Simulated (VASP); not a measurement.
# Si (Cm) in VASP: further runs

Runs on Si. Level: LDA. Tasks: single point.

All numbers are computed with VASP 6.6.1; they aren't measurements. Logs are shortened: lines on timing, memory, paths and dates and some standing lists are left out, and cuts for length are marked.

**1. The cell of the first run**

It takes space group Cm (No. 8, monoclinic). Conventional cell: a = 6.636 Å, b = 3.831 Å, c = 6.333 Å, α = 90.00°, β = 90.00°, γ = 90.00°. Within 2.7 Å of Si (site symmetry m) lie 4 Si at 1.98 to 2.69 Å. Within 3.1 Å of Si (site symmetry m) lie 4 Si at 2.35 to 2.37 Å. Within 3.1 Å of Si (site symmetry m) lie 4 Si at 2.35 to 2.69 Å. Si (site symmetry m) has 4 Si at 1.98 to 2.43 Å within 2.6 Å.

**2. Single point, LDA (atom 1 (Si) moved by (+0.300, -0.300) A along y and z)**

INCAR reads:

```
PREC = Accurate
ENCUT = 520
EDIFF = 1E-6
ISMEAR = 0
SIGMA = 0.03
LREAL = False
LASPH = True
NELM = 100
ALGO = Normal
ISIF = 2
LWAVE = False
LCHARG = True
GGA = CA
LELF = True
LVHAR = True
NBANDS = 16
```

KPOINTS reads:

```
Automatic mesh
0
Gamma
  12 12 6
```

POSCAR reads:

```
Si
1.0
    3.8313174605      0.0000000000      0.0000000000
   -1.9156587303      3.3180182508      0.0000000000
    0.0000000000      0.0000000000      6.3326220002
Si
4
Direct
    0.3785410413      0.7570820825      0.0156357581
    0.6666666667      0.3333333333      0.5630095000
    0.3333333333      0.6666666667      0.4369905000
    0.6666666667      0.3333333333      0.9369905000
```

Potentials or basis: VASP PAW LDA potentials, release 64 (Si).

The run is started by

```
$ cat potpaw_LDA.64/Si/POTCAR > POTCAR
$ mpirun -np 1 vasp_std > vasp.out
```

OUTCAR:

```text
PREC = Accurate
   ENCUT = 520
   EDIFF = 1E-6
   ISMEAR = 0
   LREAL = False
   LASPH = True
   NELM = 100
   ISIF = 2
   GGA = CA

 ion  position               nearest neighbor table
   1  0.379  0.757  0.016-   4 1.98   4 2.43   4 2.43   3 2.69
   2  0.667  0.333  0.563-   3 2.35   3 2.35   3 2.35   4 2.37
   3  0.333  0.667  0.437-   2 2.35   2 2.35   2 2.35   1 2.69
   4  0.667  0.333  0.937-   1 1.98   2 2.37   1 2.43   1 2.43

  LATTYP: Found a hexagonal cell.
 ALAT       =     3.8313174605
 C/A-ratio  =     1.6528575524

  Lattice vectors:

 A1 = (   3.8313174605,   0.0000000000,   0.0000000000)
 A2 = (  -1.9156587303,   3.3180182508,   0.0000000000)
 A3 = (   0.0000000000,   0.0000000000,   6.3326220002)

Analysis of symmetry for initial positions (statically):
=====================================================================
 Subroutine PRICEL returns:
 Original cell was already a primitive cell.

 Routine SETGRP: Setting up the symmetry group for a
 hexagonal supercell.

 Subroutine GETGRP returns: Found  2 space group operations
 (whereof  2 operations were pure point group operations)
 out of a pool of 24 trial point group operations.

The static configuration has the point symmetry C_1h.

Analysis of symmetry for dynamics (positions and initial velocities):
=====================================================================
 Subroutine PRICEL returns:
 Original cell was already a primitive cell.

 Routine SETGRP: Setting up the symmetry group for a
 hexagonal supercell.

 Subroutine GETGRP returns: Found  2 space group operations
 (whereof  2 operations were pure point group operations)
 out of a pool of 24 trial point group operations.

The dynamic configuration has the point symmetry C_1h.

 Subroutine INISYM returns: Found  2 space group operations
 (whereof  2 operations are pure point group operations),
 and found     1 'primitive' translations

----------------------------------------------------------------------------------------

                                     Primitive cell

  volume of cell :      80.5027

  direct lattice vectors                    reciprocal lattice vectors
     3.831317461  0.000000000  0.000000000     0.261006823  0.150692360  0.000000000
    -1.915658730  3.318018251  0.000000000     0.000000000  0.301384720  0.000000000
     0.000000000  0.000000000  6.332622000     0.000000000  0.000000000  0.157912473

  length of vectors
     3.831317461  3.831317461  6.332622000     0.301384720  0.301384720  0.157912473

  position of ions in fractional coordinates (direct lattice)
     0.378541041  0.757082082  0.015635758
     0.666666667  0.333333333  0.563009500
     0.333333333  0.666666667  0.436990500
     0.666666667  0.333333333  0.936990500

  ion indices of the primitive-cell ions
   primitive index   ion index
                 1           1
                 2           2
                 3           3
                 4           4

----------------------------------------------------------------------------------------

 KPOINTS: Automatic mesh

Automatic generation of k-mesh.
 Grid dimensions read from file:
 generate k-points for:   12   12    6

 Generating k-lattice:

  Cartesian coordinates                     Fractional coordinates (reciprocal lattice)
     0.021750569  0.012557697  0.000000000     0.083333333  0.000000000  0.000000000
     0.000000000  0.025115393  0.000000000     0.000000000  0.083333333  0.000000000
     0.000000000  0.000000000  0.026318745     0.000000000  0.000000000  0.166666667

  Length of vectors
     0.025115393  0.025115393  0.026318745

  Shift w.r.t. Gamma in fractional coordinates (k-lattice)
     0.000000000  0.000000000  0.000000000

 Subroutine IBZKPT returns following result:
 ===========================================

 Found    242 irreducible k-points:

 Following reciprocal coordinates:
            Coordinates               Weight
  0.000000  0.000000  0.000000      1.000000
  0.083333  0.000000  0.000000      4.000000
  0.000000  0.083333  0.000000      2.000000
  0.166667  0.000000  0.000000      4.000000
  0.000000  0.166667  0.000000      2.000000
  0.250000  0.000000  0.000000      4.000000
[... 16 lines left out ...]
 -0.083333  0.416667  0.000000      4.000000
 -0.416667  0.333333  0.000000      4.000000
 [... further k-points ...]
   k-points           NKPTS =    242   k-points in BZ     NKDIM =    242   number of bands    NBANDS=     16
   number of dos      NEDOS =    301   number of ions     NIONS =      4
   total plane-waves  NPLWV =  37632
   dimension x,y,z NGX =    28 NGY =   28 NGZ =   48
   dimension x,y,z NGXF=    56 NGYF=   56 NGZF=   96
   ions per type =               4
   NGX,Y,Z   is equivalent  to a cutoff of  12.15, 12.15, 12.60 a.u.
   NGXF,Y,Z  is equivalent  to a cutoff of  24.30, 24.30, 25.20 a.u.
 SYSTEM =  unknown system
   PREC   = accura    normal or accurate (medium, high low for compatibility)
   ISTART =      0    job   : 0-new  1-cont  2-samecut
   ICHARG =      2    charge: 1-file 2-atom 10-const
   ISPIN  =      1    spin polarized calculation?
   LNONCOLLINEAR =      F non collinear calculations
   LSORBIT =      F    spin-orbit coupling
   LASPH  =      T    aspherical Exc in radial PAW
   ENCUT  =  520.0 eV  38.22 Ry    6.18 a.u.   7.12  7.12 11.77*2*pi/ulx,y,z
   NELM   =    100;   NELMIN=  2; NELMDL= -5     # of ELM steps
   EDIFF  = 0.1E-05   stopping-criterion for ELM
   LREAL  =      F    real-space projection
   EDIFFG = 0.1E-04   stopping-criterion for IOM
   NSW    =      0    number of steps for IOM
   IBRION =     -1    ionic relax: 0-MD 1-quasi-New 2-CG
   NFREE  =      0    steps in history (QN), initial steepest desc. (CG)
   ISIF   =      2    stress and relaxation
   ISYM   =      2    0-nonsym 1-usesym 2-fastsym
   POTIM  = 0.5000    time-step for ionic-motion
   TEBEG  =    0.0;   TEEND  =   0.0 temperature during run
   PSTRESS=    0.0 pullay stress
   NELECT =      16.0000    total number of electrons
   NUPDOWN=      -1.0000    fix difference up-down
   EMIN   =  10.00;   EMAX   =-10.00  energy-range for DOS
   EFERMI =   0.00;   METHOD = LEGACY
   ISMEAR =     0;   SIGMA  =   0.03  broadening in eV -4-tet -1-fermi 0-gaus
   EFERMI_NEDOS =   21; number of points for ismear=-14 and -15
   IALGO  =     38    algorithm
   IMIX   =      4    mixing-type and parameters
     AMIX     =   0.40;   BMIX     =  1.00
     AMIX_MAG =   1.60;   BMIX_MAG =  1.00
  volume/ion in A,a.u.               =      20.13       135.81
  Fermi-wavevector in a.u.,A,eV,Ry     =   0.955384  1.805414 12.418837  0.912759
  Thomas-Fermi vector in A             =   2.084217
   LORBIT       =      0    0 simple, 1 ext, 2 COOP (PROOUT), +10 PAW based schemes
   GGA     = CA    functional components
   LHFCALC =     F    Hartree Fock is set to
   AEXX    =    0.0000 exact exchange contribution
   IVDW    =     0    specifies the selected vdW correction
   LEPSILON=     F    determine dielectric tensor
   LRPA    =     F    only Hartree local field effects (RPA)
 non-spin polarized calculation
 Gauss-broadening in eV      SIGMA  =   0.03
  energy-cutoff  :      520.00
  volume of cell :       80.50
 maximum number of plane-waves:      2208
   NGX = 15   NGY = 15   NGZ = 23

 number of electron      15.9999999 magnetization

 Free energy of the ion-electron system (eV)
  ---------------------------------------------------
  ext. energy  EPLUGINS =         0.00000000
  ---------------------------------------------------
  free energy    TOTEN  =       -22.33595204 eV

  energy without entropy =      -22.33577319  energy(sigma->0) =      -22.33586262

 E-fermi :   5.8345     XC(G=0):  -9.5806

 val. band max:        5.8198345784   @ k =   0.0000  -0.0833   0.1667
 cond. band min:       5.8429421378   @ k =   0.5000   0.0000   0.3333
 fundamental gap:      0.0231075594
 Fermi energy:         5.8344914606

 k-point     1 :       0.0000    0.0000    0.0000
  band No.  band energies     occupation
      1      -6.4604      2.00000
      2      -4.2096      2.00000
      3      -0.7840      2.00000
      4       3.3204      2.00000
      5       4.7529      2.00000
      6       5.4816      2.00000
[... 8 lines left out ...]
     15      10.4868      0.00000
     16      11.8110      0.00000

 k-point     2 :       0.0833    0.0000    0.0000
  band No.  band energies     occupation
      1      -6.3822      2.00000
      2      -4.1300      2.00000
      3      -0.7324      2.00000
      4       3.0366      2.00000
      5       4.1032      2.00000
      6       5.1816      2.00000
[... 8 lines left out ...]
     15      10.7178      0.00000
     16      11.4480      0.00000

 k-point     3 :       0.0000    0.0833    0.0000
  band No.  band energies     occupation
      1      -6.3771      2.00000
      2      -4.1281      2.00000
      3      -0.7335      2.00000
      4       2.7735      2.00000
      5       4.4973      2.00000
      6       4.8635      2.00000
[... 8 lines left out ...]
     15      10.4085      0.00000
     16      11.2953      0.00000

 k-point     4 :       0.1667    0.0000    0.0000
  band No.  band energies     occupation
      1      -6.1510      2.00000
      2      -3.8939      2.00000
      3      -0.6054      2.00000
      4       2.1819      2.00000
      5       3.3210      2.00000
      6       4.2203      2.00000
[... 8 lines left out ...]
     15      11.0089      0.00000
     16      11.5798      0.00000

 k-point     5 :       0.0000    0.1667    0.0000
  band No.  band energies     occupation
      1      -6.1283      2.00000
      2      -3.8859      2.00000
      3      -0.6218      2.00000
      4       1.7283      2.00000
      5       3.7013      2.00000
      6       3.9972      2.00000
[... 8 lines left out ...]
     15      10.4922      0.00000
     16      11.4148      0.00000

 k-point     6 :       0.2500    0.0000    0.0000
  band No.  band energies     occupation
      1      -5.7781      2.00000
      2      -3.5107      2.00000
      3      -0.5592      2.00000
      4       1.2562      2.00000
      5       2.4900      2.00000
      6       3.3436      2.00000
[... 8 lines left out ...]
     15      11.7429      0.00000
     16      12.4564      0.00000
[... 267 lines left out ...]
 k-point    21 :      -0.3333    0.2500    0.0000
  band No.  band energies     occupation
      1      -5.5070      2.00000
      2      -3.2178      2.00000
      3      -0.6680      2.00000
      4       1.0986      2.00000
      5       1.9712      2.00000
      6       2.5835      2.00000
[... 8 lines left out ...]
     15      12.1944      0.00000
     16      12.6904      0.00000

 k-point    22 :       0.3333    0.0833    0.0000
  band No.  band energies     occupation
      1      -4.9537      2.00000
      2      -2.6801      2.00000
      3      -1.4246      2.00000
      4       0.7508      2.00000
      5       1.2402      2.00000
      6       2.3844      2.00000
[... 8 lines left out ...]
     15      12.4650      0.00000
     16      13.0297      0.00000

 k-point    23 :      -0.0833    0.4167    0.0000
  band No.  band energies     occupation
      1      -4.7693      2.00000
      2      -2.7386      2.00000
      3      -1.7156      2.00000
      4       0.4090      2.00000
      5       1.4008      2.00000
      6       2.6000      2.00000
[... 8 lines left out ...]
     15      12.0971      0.00000
     16      12.4452      0.00000

 k-point    24 :      -0.4167    0.3333    0.0000
  band No.  band energies     occupation
      1      -4.9983      2.00000
      2      -2.6726      2.00000
      3      -1.3320      2.00000
      4       0.8531      2.00000
      5       1.2323      2.00000
      6       2.2809      2.00000
[... 8 lines left out ...]
     15      12.5320      0.00000
     16      13.0207      0.00000

 [... further k-points ...]

------------------------ aborting loop because EDIFF is reached ----------------------------------------

  FORCE on cell =-STRESS in cart. coord.  units (eV):
  Direction    XX          YY          ZZ          XY          YZ          ZX
  --------------------------------------------------------------------------------------
  -------------------------------------------------------------------------------------
  Total       -2.0894543      8.2676696     -2.1953187     -0.0000000     -2.3933707      0.0000000
  in kB      -41.5846427    164.5444437    -43.6915732     -0.0000000    -47.6332350      0.0000000
  external PRESSURE =      26.4227426 kB  Pullay stress =       0.0000000 kB

 VOLUME and BASIS-vectors are now :
 -----------------------------------------------------------------------------
  energy-cutoff  :      520.00
  volume of cell :       80.50
      direct lattice vectors                 reciprocal lattice vectors
     3.831317461  0.000000000  0.000000000     0.261006823  0.150692360  0.000000000
    -1.915658730  3.318018251  0.000000000     0.000000000  0.301384720  0.000000000
     0.000000000  0.000000000  6.332622000     0.000000000  0.000000000  0.157912473

 POSITION                                       TOTAL-FORCE (eV/Angst)
 -----------------------------------------------------------------------------------
      0.00000      2.51201      0.09902         0.000000     -7.325116      3.428319
      1.91566      1.10601      3.56533         0.000000     -0.067586     -0.431978
     -0.00000      2.21201      2.76730        -0.000000      0.269114     -1.042571
      1.91566      1.10601      5.93361        -0.000000      7.123587     -1.953770
 -----------------------------------------------------------------------------------
    total drift:                               -0.000000     -0.000030      0.000045

  FREE ENERGIE OF THE ION-ELECTRON SYSTEM (eV)
  ---------------------------------------------------
  free  energy   TOTEN  =       -22.3359520414 eV

  energy  without entropy=      -22.3357731929  energy(sigma->0) =      -22.33586262
```

Run time: 4.5 min. Hardware: 1 thread of Intel Xeon 8259CL, shared host; peak memory 0.32 GiB.

What came out:

| Property | Result |
| --- | --- |
| Free energy | -22.3360 eV |
| Pressure | 2.6 GPa |
| Largest force | 8.088 eV/Å |
| Band gap on the k mesh | zero (bands 8 and 9 overlap by 0.61 eV) |

Forces on the atoms (eV/Å):
```
Si   0.000 -7.325  3.428
Si   0.000 -0.068 -0.432
Si   0.000  0.269 -1.043
Si   0.000  7.124 -1.954
```

Stress tensor (GPa, compression positive):
```
-4.16  0.00  0.00
 0.00 16.45 -4.76
 0.00 -4.76 -4.37
```

Caveat: the cell differs from its parent crystal (atom 1 (Si) moved by (+0.300, -0.300) A along y and z); the stress differs along the axes, from -4 to 16 GPa; semilocal functionals underestimate gaps, and a narrow one can read as zero; forces of over 1 eV/Å act on the atoms, so gaps and moduli don't describe the material at rest.

[end of part 1 of 2]

The gap in the log of VASP goes by the Fermi energy; the results here count the filled bands.